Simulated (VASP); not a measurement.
# Fe (I4/mmm) in VASP: further runs, part 2 of 2

VASP 6.6.1.

### Step 3. Single point, PBE, collinear spin, ferromagnetic start (biaxial strain in the a-b plane: -4.5 %, then relaxed in part)

Input file INCAR:

```
PREC = Accurate ; ENCUT = 520
EDIFF = 1E-6 ; ISMEAR = 0
SIGMA = 0.1 ; LREAL = False
LASPH = True ; NELM = 150
ALGO = Normal ; ISIF = 2
LWAVE = False ; LCHARG = False
ISPIN = 2 ; MAGMOM = 2.44 2.44
LORBIT = 11 ; LMAXMIX = 4
GGA = PE ; NBANDS = 19
```

Input file KPOINTS:

```
regular mesh
0
Gamma
  14 14 14
```

Input file POSCAR:

```
Fe
1.0
    2.7042604348      0.0000000000      0.0000000000
    0.0000000000      2.7042604348      0.0000000000
    0.0000000000      0.0000000000      3.0075411443
Fe
2
Direct
    0.0000000000      0.0000000000      0.0000000000
    0.5000000000      0.5000000000      0.5000000000
```

Potentials or basis: VASP PAW PBE potentials, release 64 (Fe).

On the command line:

```bash
cat potpaw_PBE.64/Fe/POTCAR > POTCAR
mpirun -np 1 vasp_std > vasp.out
```

OUTCAR:

```text
PREC = Accurate
   ENCUT = 520
   EDIFF = 1E-6
   ISMEAR = 0
   LREAL = False
   LASPH = True
   NELM = 150
   ISIF = 2
   ISPIN = 2
   LORBIT = 11
   GGA = PE

 ion  position               nearest neighbor table
   1  0.000  0.000  0.000-   2 2.43   2 2.43   2 2.43   2 2.43   2 2.43   2 2.43   2 2.43   2 2.43

   2  0.500  0.500  0.500-   1 2.43   1 2.43   1 2.43   1 2.43   1 2.43   1 2.43   1 2.43   1 2.43

  LATTYP: Found a simple tetragonal cell.
 ALAT       =     2.7042604348
 C/A-ratio  =     1.1121492241

  Lattice vectors:

 A1 = (   2.7042604348,   0.0000000000,   0.0000000000)
 A2 = (   0.0000000000,   2.7042604348,   0.0000000000)
 A3 = (   0.0000000000,   0.0000000000,   3.0075411443)

Analysis of symmetry for initial positions (statically):
=====================================================================
 Subroutine PRICEL returns following result:

  LATTYP: Found a body centered tetragonal cell.
 ALAT       =     2.7042604348
 C/A-ratio  =     1.1121492241
[... 12 lines left out ...]
 Subroutine GETGRP returns: Found 16 space group operations
 (whereof 16 operations were pure point group operations)
 out of a pool of 16 trial point group operations.

The static configuration has the point symmetry D_4h.

Analysis of symmetry for dynamics (positions and initial velocities):
=====================================================================
 Subroutine PRICEL returns following result:

  LATTYP: Found a body centered tetragonal cell.
 ALAT       =     2.7042604348
 C/A-ratio  =     1.1121492241
[... 12 lines left out ...]
 Subroutine GETGRP returns: Found 16 space group operations
 (whereof 16 operations were pure point group operations)
 out of a pool of 16 trial point group operations.

The dynamic configuration has the point symmetry D_4h.

Analysis of structural, dynamic, and magnetic symmetry:
=====================================================================
 Subroutine PRICEL returns following result:

  LATTYP: Found a body centered tetragonal cell.
 ALAT       =     2.7042604348
 C/A-ratio  =     1.1121492241
[... 12 lines left out ...]
 Subroutine GETGRP returns: Found 16 space group operations
 (whereof 16 operations were pure point group operations)
 out of a pool of 16 trial point group operations.

The overall configuration has the point symmetry D_4h.

 Subroutine INISYM returns: Found 16 space group operations
 (whereof 16 operations are pure point group operations),
 and found     2 'primitive' translations

----------------------------------------------------------------------------------------

                                     Primitive cell

  volume of cell :      10.9971

  direct lattice vectors                    reciprocal lattice vectors
    -1.352130217 -1.352130217 -1.503770572    -0.000000000 -0.369786869 -0.332497529
     1.352130217  1.352130217 -1.503770572     0.369786869 -0.000000000 -0.332497529
     1.352130217 -1.352130217  1.503770572     0.369786869 -0.369786869  0.000000000

  length of vectors
     2.432660721  2.432660721  2.432660721     0.497289589  0.497289589  0.522957606

  position of ions in fractional coordinates (direct lattice)
     0.000000000  0.000000000  0.000000000

  ion indices of the primitive-cell ions
   primitive index   ion index
                 1           1

----------------------------------------------------------------------------------------

 KPOINTS: regular mesh

Automatic generation of k-mesh.
[... 57 lines left out ...]
   PREC   = accura    normal or accurate (medium, high low for compatibility)
   ISTART =      0    job   : 0-new  1-cont  2-samecut
   ICHARG =      2    charge: 1-file 2-atom 10-const
   ISPIN  =      2    spin polarized calculation?
   LNONCOLLINEAR =      F non collinear calculations
   LSORBIT =      F    spin-orbit coupling
   LASPH  =      T    aspherical Exc in radial PAW
   ENCUT  =  520.0 eV  38.22 Ry    6.18 a.u.   5.03  5.03  5.59*2*pi/ulx,y,z
   NELM   =    150;   NELMIN=  2; NELMDL= -5     # of ELM steps
   EDIFF  = 0.1E-05   stopping-criterion for ELM
   LREAL  =      F    real-space projection
   EDIFFG = 0.1E-04   stopping-criterion for IOM
   NSW    =      0    number of steps for IOM
   IBRION =     -1    ionic relax: 0-MD 1-quasi-New 2-CG
   NFREE  =      0    steps in history (QN), initial steepest desc. (CG)
   ISIF   =      2    stress and relaxation
   ISYM   =      2    0-nonsym 1-usesym 2-fastsym
   POTIM  = 0.5000    time-step for ionic-motion
   TEBEG  =    0.0;   TEEND  =   0.0 temperature during run
   PSTRESS=    0.0 pullay stress
   NELECT =      16.0000    total number of electrons
   NUPDOWN=      -1.0000    fix difference up-down
   EMIN   =  10.00;   EMAX   =-10.00  energy-range for DOS
   EFERMI =   0.00;   METHOD = LEGACY
   ISMEAR =     0;   SIGMA  =   0.10  broadening in eV -4-tet -1-fermi 0-gaus
   EFERMI_NEDOS =   21; number of points for ismear=-14 and -15
   IALGO  =     38    algorithm
   IMIX   =      4    mixing-type and parameters
     AMIX     =   0.40;   BMIX     =  1.00
     AMIX_MAG =   1.60;   BMIX_MAG =  1.00
  volume/ion in A,a.u.               =      11.00        74.21
  Fermi-wavevector in a.u.,A,eV,Ry     =   1.472353  2.782344 29.495029  2.167823
  Thomas-Fermi vector in A             =   2.587378
   LORBIT       =     11    0 simple, 1 ext, 2 COOP (PROOUT), +10 PAW based schemes
   GGA     = PE    functional components
   LHFCALC =     F    Hartree Fock is set to
   AEXX    =    0.0000 exact exchange contribution
   IVDW    =     0    specifies the selected vdW correction
   LEPSILON=     F    determine dielectric tensor
   LRPA    =     F    only Hartree local field effects (RPA)
 spin polarized calculation
 Gauss-broadening in eV      SIGMA  =   0.10
  energy-cutoff  :      520.00
  volume of cell :       21.99
 maximum number of plane-waves:       612
   NGX = 11   NGY = 11   NGZ = 11

 number of electron      16.0000000 magnetization       4.3400673

 Free energy of the ion-electron system (eV)
  ---------------------------------------------------
  ext. energy  EPLUGINS =         0.00000000
  ---------------------------------------------------
  free energy    TOTEN  =       -16.41272600 eV

  energy without entropy =      -16.40234250  energy(sigma->0) =      -16.40753425

 E-fermi :   6.2073     XC(G=0): -13.3011

 val. band max:        6.2050193994   @ k =   0.2143   0.0714   0.2143
 cond. band min:       6.2091252781   @ k =   0.0714   0.0000   0.0714
 fundamental gap:      0.0041058787
 Fermi energy:         6.2072806611

 spin component 1

 k-point     1 :       0.0000    0.0000    0.0000
  band No.  band energies     occupation
      1      -2.4684      1.00000
      2       0.9990      1.00000
      3       1.2666      1.00000
      4       3.6813      1.00000
      5       3.6813      1.00000
      6       4.1849      1.00000
[... 517 lines left out ...]
     18      26.0402      0.00000
     19      31.2779      0.00000

 [... further k-points ...]

 spin component 2

 k-point     1 :       0.0000    0.0000    0.0000
  band No.  band energies     occupation
      1      -2.2788      1.00000
      2       2.7926      1.00000
      3       3.0607      1.00000
      4       5.4879      1.00000
      5       5.4879      1.00000
      6       6.2616      0.22119
[... 517 lines left out ...]
     18      26.6615      0.00000
     19      31.7324      0.00000

 [... further k-points ...]
[... 5 lines left out ...]
  --------------------------------------------------------------------------------------
  -------------------------------------------------------------------------------------
  Total        1.6371128      1.6371128     -0.0013371      0.0000000     -0.0000000      0.0000000
  in kB      119.2560930    119.2560930     -0.0974007      0.0000000     -0.0000000      0.0000000
  external PRESSURE =      79.4715951 kB  Pullay stress =       0.0000000 kB

 VOLUME and BASIS-vectors are now :
 -----------------------------------------------------------------------------
  energy-cutoff  :      520.00
  volume of cell :       21.99
      direct lattice vectors                 reciprocal lattice vectors
     2.704260435  0.000000000  0.000000000     0.369786869  0.000000000  0.000000000
     0.000000000  2.704260435  0.000000000     0.000000000  0.369786869  0.000000000
     0.000000000  0.000000000  3.007541144     0.000000000  0.000000000  0.332497529

 POSITION                                       TOTAL-FORCE (eV/Angst)
 -----------------------------------------------------------------------------------
      0.00000      0.00000      0.00000        -0.000000     -0.000000      0.000000
      1.35213      1.35213      1.50377         0.000000      0.000000     -0.000000
 -----------------------------------------------------------------------------------
    total drift:                               -0.000000      0.000000      0.000000

  FREE ENERGIE OF THE ION-ELECTRON SYSTEM (eV)
  ---------------------------------------------------
  free  energy   TOTEN  =       -16.4127259993 eV

  energy  without entropy=      -16.4023425018  energy(sigma->0) =      -16.40753425

 total charge

# of ion       s       p       d       tot
------------------------------------------
    1        0.504   0.572   6.263   7.339
    2        0.504   0.572   6.263   7.339
--------------------------------------------------
tot          1.008   1.144  12.526  14.678

 magnetization (x)

# of ion       s       p       d       tot
------------------------------------------
    1       -0.013  -0.053   2.226   2.159
    2       -0.013  -0.053   2.226   2.159
--------------------------------------------------
tot         -0.026  -0.107   4.451   4.319
```

OSZICAR:

```text
N       E                     dE             d eps       ncg     rms          rms(c)
DAV:   1     0.765034158881E+02    0.76503E+02   -0.72493E+03 23776   0.108E+03
DAV:   2    -0.149073310688E+02   -0.91411E+02   -0.80404E+02 21993   0.203E+02
DAV:   3    -0.183938484672E+02   -0.34865E+01   -0.33538E+01 24052   0.506E+01
DAV:   4    -0.184220927045E+02   -0.28244E-01   -0.28227E-01 24435   0.424E+00
DAV:   5    -0.184223996466E+02   -0.30694E-03   -0.30694E-03 24316   0.414E-01    0.166E+01
DAV:   6    -0.165292579762E+02    0.18931E+01   -0.69199E+00 24070   0.541E+01    0.738E+00
DAV:   7    -0.164342946943E+02    0.94963E-01   -0.61399E-01 25486   0.141E+01    0.461E+00
DAV:   8    -0.164262634682E+02    0.80312E-02   -0.14878E-02 26922   0.969E-01    0.216E+00
DAV:   9    -0.164118989530E+02    0.14365E-01   -0.67236E-03 30766   0.810E-01    0.570E-01
DAV:  10    -0.164126400068E+02   -0.74105E-03   -0.12370E-03 28373   0.427E-01    0.153E-01
DAV:  11    -0.164127227200E+02   -0.82713E-04   -0.18644E-04 27885   0.209E-01    0.384E-02
DAV:  12    -0.164127253774E+02   -0.26574E-05   -0.20224E-05 23534   0.478E-02    0.165E-02
DAV:  13    -0.164127259993E+02   -0.62189E-06   -0.14077E-06 20735   0.146E-02
   1 F= -.16412726E+02 E0= -.16407534E+02  d E =-.103835E-01  mag=     4.3380
```

stdout:

```text
POSCAR found type information on POSCAR Fe
 POSCAR found :  1 types and       2 ions
 scaLAPACK will be used
 LDA part: xc-table for (Slater+PW92), standard interpolation
 POSCAR, INCAR and KPOINTS ok, starting setup
 FFT: planning ... GRIDC
 FFT: planning ... GRID_SOFT
 FFT: planning ... GRID
 WAVECAR not read
 entering main loop
```

Wall time 67 s (1 thread of Intel Xeon 6975P-C (Granite Rapids), shared host); peak memory 0.27 GiB.

What came out:

```
Free energy                                           : -16.4127 eV
Pressure                                              : 7.9 GPa
Net moment                                            : 4.34 μB per cell
Site moments                                          : Fe +2.16 μB
Valence electrons inside the program's atomic spheres : Fe 7.34
```

Levels at points of the mesh, in eV from the Fermi level:
Spin up:
| k point | band 7 | band 8 | band 9 | band 10 | band 11 | band 12 | band 13 | band 14 |
| --- | --- | --- | --- | --- | --- | --- | --- | --- |
| (0.00, 0.00, 0.00) | -1.46 | -0.95 | -0.04 | 0.22 | 0.22 | 7.50 | 11.57 | 11.57 |
| (0.50, 0.00, 0.00) | -1.87 | -1.87 | -1.17 | -1.17 | 0.67 | 0.67 | 15.55 | 15.55 |
| (0.50, 0.50, 0.00) | -0.65 | -0.65 | 0.49 | 0.49 | 1.11 | 1.11 | 8.40 | 8.40 |
| (0.00, 0.00, 0.50) | -1.69 | -1.69 | -1.06 | -1.06 | -0.55 | -0.55 | 17.99 | 17.99 |
| (0.50, 0.00, 0.50) | -0.75 | -0.75 | 0.21 | 0.21 | 0.32 | 0.32 | 7.29 | 7.29 |
| (0.50, 0.50, 0.50) | -1.10 | -1.10 | -0.64 | -0.64 | 8.63 | 8.63 | 8.63 | 8.63 |
Spin down:
```
           k point  band 3  band 4  band 5  band 6  band 7  band 8  band 9  band 10
(0.00, 0.00, 0.00)   -3.15   -0.72   -0.72    0.05    1.11    1.91    2.26     2.31
(0.50, 0.00, 0.00)   -0.86   -0.86   -0.62   -0.62    0.12    0.12    0.77     0.77
(0.50, 0.50, 0.00)   -2.43   -2.43    1.27    1.27    1.98    1.98    2.07     2.07
(0.00, 0.00, 0.50)   -1.17   -1.17    0.12    0.12    0.12    0.12    1.12     1.12
(0.50, 0.00, 0.50)   -1.50   -1.50    0.33    0.33    0.98    0.98    1.96     1.96
(0.50, 0.50, 0.50)   -1.90   -1.90   -1.90   -1.90    1.74    1.74    2.10     2.10
```

Caveat: the cell differs from its parent crystal (biaxial strain in the a-b plane: -4.5 %, then relaxed in part); the stress differs along the axes, from -0 to 12 GPa.
